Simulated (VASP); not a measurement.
# Be (P6_3/mmc) in VASP: a series of runs

Be is run at these levels: PBEsol; tasks: single point, relaxation of cell and atoms.

Everything below comes from runs of VASP 6.6.1. Logs are shortened: lines on timing, memory, paths and dates and some standing lists are left out, and cuts for length are marked.

### 1 The cell of the first run

The structure is hexagonal, space group P6_3/mmc (No. 194). The conventional cell has a = 2.256 Å, b = 2.256 Å, c = 3.553 Å, α = 90.00°, β = 90.00°, γ = 120.00°. Be (site symmetry -6m2) has 12 Be at 2.20 to 2.26 Å within 2.9 Å.

### 2 Single point, PBEsol

INCAR reads:

```
PREC = Accurate
ENCUT = 520
EDIFF = 1E-6
ISMEAR = 0
SIGMA = 0.0413
LREAL = False
LASPH = True
NELM = 80
ALGO = Normal
ISIF = 2
LWAVE = False
LCHARG = False
GGA = PS
NBANDS = 9
```

KPOINTS reads:

```
Automatic mesh
0
Gamma
  12 12 8
```

POSCAR reads:

```
Be
1.0
    2.2563240212      0.0000000028      0.0000000000
   -1.1281620130      1.9540339201      0.0000000000
    0.0000000000      0.0000000000      3.5530108050
Be
2
Direct
    0.3333333333      0.6666666667      0.2500000000
    0.6666666667      0.3333333333      0.7500000000
```

Potentials or basis: VASP PAW PBE potentials, release 64 (Be).

Launch:

```
> cat potpaw_PBE.64/Be/POTCAR > POTCAR
> mpirun -np 1 vasp_std > vasp.out
```

OUTCAR:

```text
PREC = Accurate
   ENCUT = 520
   EDIFF = 1E-6
   ISMEAR = 0
   LREAL = False
   LASPH = True
   NELM = 80
   ISIF = 2
   GGA = PS

 ion  position               nearest neighbor table
   1  0.333  0.667  0.250-   2 2.20   2 2.20   2 2.20   2 2.20   2 2.20   2 2.20
   2  0.667  0.333  0.750-   1 2.20   1 2.20   1 2.20   1 2.20   1 2.20   1 2.20

  LATTYP: Found a hexagonal cell.
 ALAT       =     2.2563240212
 C/A-ratio  =     1.5746899699

  Lattice vectors:

 A1 = (   2.2563240212,   0.0000000028,   0.0000000000)
 A2 = (  -1.1281620130,   1.9540339201,   0.0000000000)
 A3 = (   0.0000000000,   0.0000000000,   3.5530108050)

Analysis of symmetry for initial positions (statically):
=====================================================================
 Subroutine PRICEL returns:
 Original cell was already a primitive cell.

 Routine SETGRP: Setting up the symmetry group for a
 hexagonal supercell.

 Subroutine GETGRP returns: Found 24 space group operations
 (whereof 12 operations were pure point group operations)
 out of a pool of 24 trial point group operations.

The static configuration has the point symmetry D_3d.
 The point group associated with its full space group is D_6h.

Analysis of symmetry for dynamics (positions and initial velocities):
=====================================================================
 Subroutine PRICEL returns:
 Original cell was already a primitive cell.

 Routine SETGRP: Setting up the symmetry group for a
 hexagonal supercell.

 Subroutine GETGRP returns: Found 24 space group operations
 (whereof 12 operations were pure point group operations)
 out of a pool of 24 trial point group operations.

The dynamic configuration has the point symmetry D_3d.
 The point group associated with its full space group is D_6h.

 Subroutine INISYM returns: Found 24 space group operations
 (whereof 12 operations are pure point group operations),
 and found     1 'primitive' translations

----------------------------------------------------------------------------------------

                                     Primitive cell

  volume of cell :      15.6650

  direct lattice vectors                    reciprocal lattice vectors
     2.256324021  0.000000003  0.000000000     0.443198756  0.255880922  0.000000000
    -1.128162013  1.954033920  0.000000000    -0.000000001  0.511761843  0.000000000
     0.000000000  0.000000000  3.553010805     0.000000000  0.000000000  0.281451438

  length of vectors
     2.256324021  2.256324021  3.553010805     0.511761843  0.511761843  0.281451438

  position of ions in fractional coordinates (direct lattice)
     0.333333333  0.666666667  0.250000000
     0.666666667  0.333333333  0.750000000

  ion indices of the primitive-cell ions
   primitive index   ion index
                 1           1
                 2           2

----------------------------------------------------------------------------------------

 KPOINTS: Automatic mesh

Automatic generation of k-mesh.
 Grid dimensions read from file:
 generate k-points for:   12   12    8

 Generating k-lattice:

  Cartesian coordinates                     Fractional coordinates (reciprocal lattice)
     0.036933230  0.021323410  0.000000000     0.083333333 -0.000000000  0.000000000
    -0.000000000  0.042646820  0.000000000     0.000000000  0.083333333  0.000000000
     0.000000000  0.000000000  0.035181430     0.000000000  0.000000000  0.125000000

  Length of vectors
     0.042646820  0.042646820  0.035181430

  Shift w.r.t. Gamma in fractional coordinates (k-lattice)
     0.000000000  0.000000000  0.000000000

 Subroutine IBZKPT returns following result:
 ===========================================

 Found     95 irreducible k-points:

 Following reciprocal coordinates:
            Coordinates               Weight
  0.000000  0.000000  0.000000      1.000000
  0.083333  0.000000  0.000000      6.000000
  0.166667 -0.000000  0.000000      6.000000
  0.250000  0.000000  0.000000      6.000000
  0.333333 -0.000000  0.000000      6.000000
  0.416667  0.000000  0.000000      6.000000
[... 16 lines left out ...]
  0.250000  0.000000  0.125000     12.000000
  0.333333 -0.000000  0.125000     12.000000
 [... further k-points ...]
   k-points           NKPTS =     95   k-points in BZ     NKDIM =     95   number of bands    NBANDS=      9
   number of dos      NEDOS =    301   number of ions     NIONS =      2
   total plane-waves  NPLWV =   9072
   dimension x,y,z NGX =    18 NGY =   18 NGZ =   28
   dimension x,y,z NGXF=    36 NGYF=   36 NGZF=   56
   ions per type =               2
   NGX,Y,Z   is equivalent  to a cutoff of  13.26, 13.26, 13.10 a.u.
   NGXF,Y,Z  is equivalent  to a cutoff of  26.52, 26.52, 26.20 a.u.
 SYSTEM =  unknown system
   PREC   = accura    normal or accurate (medium, high low for compatibility)
   ISTART =      0    job   : 0-new  1-cont  2-samecut
   ICHARG =      2    charge: 1-file 2-atom 10-const
   ISPIN  =      1    spin polarized calculation?
   LNONCOLLINEAR =      F non collinear calculations
   LSORBIT =      F    spin-orbit coupling
   LASPH  =      T    aspherical Exc in radial PAW
   ENCUT  =  520.0 eV  38.22 Ry    6.18 a.u.   4.20  4.20  6.61*2*pi/ulx,y,z
   NELM   =     80;   NELMIN=  2; NELMDL= -5     # of ELM steps
   EDIFF  = 0.1E-05   stopping-criterion for ELM
   LREAL  =      F    real-space projection
   EDIFFG = 0.1E-04   stopping-criterion for IOM
   NSW    =      0    number of steps for IOM
   IBRION =     -1    ionic relax: 0-MD 1-quasi-New 2-CG
   NFREE  =      0    steps in history (QN), initial steepest desc. (CG)
   ISIF   =      2    stress and relaxation
   ISYM   =      2    0-nonsym 1-usesym 2-fastsym
   POTIM  = 0.5000    time-step for ionic-motion
   TEBEG  =    0.0;   TEEND  =   0.0 temperature during run
   PSTRESS=    0.0 pullay stress
   NELECT =       4.0000    total number of electrons
   NUPDOWN=      -1.0000    fix difference up-down
   EMIN   =  10.00;   EMAX   =-10.00  energy-range for DOS
   EFERMI =   0.00;   METHOD = LEGACY
   ISMEAR =     0;   SIGMA  =   0.04  broadening in eV -4-tet -1-fermi 0-gaus
   EFERMI_NEDOS =   21; number of points for ismear=-14 and -15
   IALGO  =     38    algorithm
   IMIX   =      4    mixing-type and parameters
     AMIX     =   0.40;   BMIX     =  1.00
     AMIX_MAG =   1.60;   BMIX_MAG =  1.00
  volume/ion in A,a.u.               =       7.83        52.86
  Fermi-wavevector in a.u.,A,eV,Ry     =   1.038608  1.962684 14.676680  1.078706
  Thomas-Fermi vector in A             =   2.173100
   LORBIT       =      0    0 simple, 1 ext, 2 COOP (PROOUT), +10 PAW based schemes
   GGA     = PS    functional components
   LHFCALC =     F    Hartree Fock is set to
   AEXX    =    0.0000 exact exchange contribution
   IVDW    =     0    specifies the selected vdW correction
   LEPSILON=     F    determine dielectric tensor
   LRPA    =     F    only Hartree local field effects (RPA)
 non-spin polarized calculation
 Gauss-broadening in eV      SIGMA  =   0.04
  energy-cutoff  :      520.00
  volume of cell :       15.66
 maximum number of plane-waves:       446
 NGX is ok and might be reduce to    18
   NGX =  9   NGY =  9   NGZ = 13

 number of electron       4.0000000 magnetization

 Free energy of the ion-electron system (eV)
  ---------------------------------------------------
  ext. energy  EPLUGINS =         0.00000000
  ---------------------------------------------------
  free energy    TOTEN  =        -8.00703458 eV

  energy without entropy =       -8.00698403  energy(sigma->0) =       -8.00700930

 E-fermi :   7.4706     XC(G=0): -10.6389

 val. band max:        7.4239724893   @ k =   0.3333   0.3333   0.5000
 cond. band min:       7.5322582105   @ k =   0.2500   0.1667   0.0000
 fundamental gap:      0.1082857211
 Fermi energy:         7.4706359331

 k-point     1 :       0.0000    0.0000    0.0000
  band No.  band energies     occupation
      1      -4.3029      2.00000
      2       2.5977      2.00000
      3       8.2502      0.00000
      4      23.2037      0.00000
      5      23.2037      0.00000
      6      26.0688      0.00000
      7      26.0688      0.00000
      8      28.1814      0.00000
      9      34.3491      0.00000

 k-point     2 :       0.0833    0.0000    0.0000
  band No.  band energies     occupation
      1      -4.1031      2.00000
      2       2.8612      2.00000
      3       8.3051      0.00000
      4      21.6389      0.00000
      5      22.0993      0.00000
      6      26.0722      0.00000
      7      26.5686      0.00000
      8      27.7847      0.00000
      9      31.8509      0.00000

 k-point     3 :       0.1667   -0.0000    0.0000
  band No.  band energies     occupation
      1      -3.5031      2.00000
      2       3.6499      2.00000
      3       8.4322      0.00000
      4      18.4221      0.00000
      5      20.3121      0.00000
      6      25.7367      0.00000
      7      26.2049      0.00000
      8      26.5234      0.00000
      9      28.6060      0.00000

 k-point     4 :       0.2500    0.0000    0.0000
  band No.  band energies     occupation
      1      -2.5027      2.00000
      2       4.9568      2.00000
      3       8.4148      0.00000
      4      15.2837      0.00000
      5      18.7245      0.00000
      6      23.1042      0.00000
      7      23.7243      0.00000
      8      25.7696      0.00000
      9      27.0985      0.00000
[... 205 lines left out ...]
 k-point    22 :       0.1667   -0.0000    0.1250
  band No.  band energies     occupation
      1      -3.3669      2.00000
      2       2.8183      2.00000
      3       9.5691      0.00000
      4      18.5500      0.00000
      5      20.4684      0.00000
      6      24.9325      0.00000
      7      25.9021      0.00000
      8      26.1215      0.00000
      9      28.9518      0.00000

 k-point    23 :       0.2500    0.0000    0.1250
  band No.  band energies     occupation
      1      -2.3667      2.00000
      2       3.9636      2.00000
      3       9.6515      0.00000
      4      15.4399      0.00000
      5      18.8877      0.00000
      6      21.6543      0.00000
      7      24.7660      0.00000
      8      25.2283      0.00000
      9      27.2486      0.00000

 k-point    24 :       0.3333   -0.0000    0.1250
  band No.  band energies     occupation
      1      -0.9768      2.00000
      2       5.3147      2.00000
      3       8.9593      0.00000
      4      13.8187      0.00000
      5      17.6992      0.00000
      6      18.1902      0.00000
      7      22.1968      0.00000
      8      24.3412      0.00000
      9      26.8313      0.00000

 [... further k-points ...]
[... 5 lines left out ...]
  --------------------------------------------------------------------------------------
  -------------------------------------------------------------------------------------
  Total        0.0336502      0.0336502      0.0389832      0.0000000      0.0000000     -0.0000000
  in kB        3.4416606      3.4416606      3.9871094      0.0000000      0.0000000     -0.0000000
  external PRESSURE =       3.6234768 kB  Pullay stress =       0.0000000 kB

 VOLUME and BASIS-vectors are now :
 -----------------------------------------------------------------------------
  energy-cutoff  :      520.00
  volume of cell :       15.66
      direct lattice vectors                 reciprocal lattice vectors
     2.256324021  0.000000003  0.000000000     0.443198756  0.255880922  0.000000000
    -1.128162013  1.954033920  0.000000000    -0.000000001  0.511761843  0.000000000
     0.000000000  0.000000000  3.553010805     0.000000000  0.000000000  0.281451438

 POSITION                                       TOTAL-FORCE (eV/Angst)
 -----------------------------------------------------------------------------------
     -0.00000      1.30269      0.88825         0.000000     -0.000000      0.000000
      1.12816      0.65134      2.66476        -0.000000      0.000000      0.000000
 -----------------------------------------------------------------------------------
    total drift:                                0.000000     -0.000000      0.000000

  FREE ENERGIE OF THE ION-ELECTRON SYSTEM (eV)
  ---------------------------------------------------
  free  energy   TOTEN  =        -8.0070345825 eV

  energy  without entropy=       -8.0069840252  energy(sigma->0) =       -8.00700930
```

Run time: 8.2 s. Hardware: 1 thread of Intel Xeon Platinum 8488C (Sapphire Rapids), shared host; peak memory 0.12 GiB.

What came out:

```yaml
Free_energy: -8.0070 eV
Pressure: 0.4 GPa
Band_gap_on_the_k_mesh: zero (band 2 reaches 7.89 eV, above the bottom of band 3 at 6.01 eV)
```

Levels at points of the mesh, in eV from the Fermi level:
```tsv
k point	band 1	band 2	band 3	band 4	band 5
(0.00, 0.00, 0.00)	-11.77	-4.87	0.78	15.73	15.73
(0.50, 0.00, 0.00)	-5.44	-3.52	3.27	6.14	6.43
(0.00, 0.00, 0.50)	-9.61	-9.61	10.41	10.41	17.40
(0.50, 0.00, 0.50)	-4.05	-4.05	1.23	1.23	11.72
```

Caveat: the PAW data sets were made with another functional, which shifts forces and pressure a little.

[end of part 1 of 2]
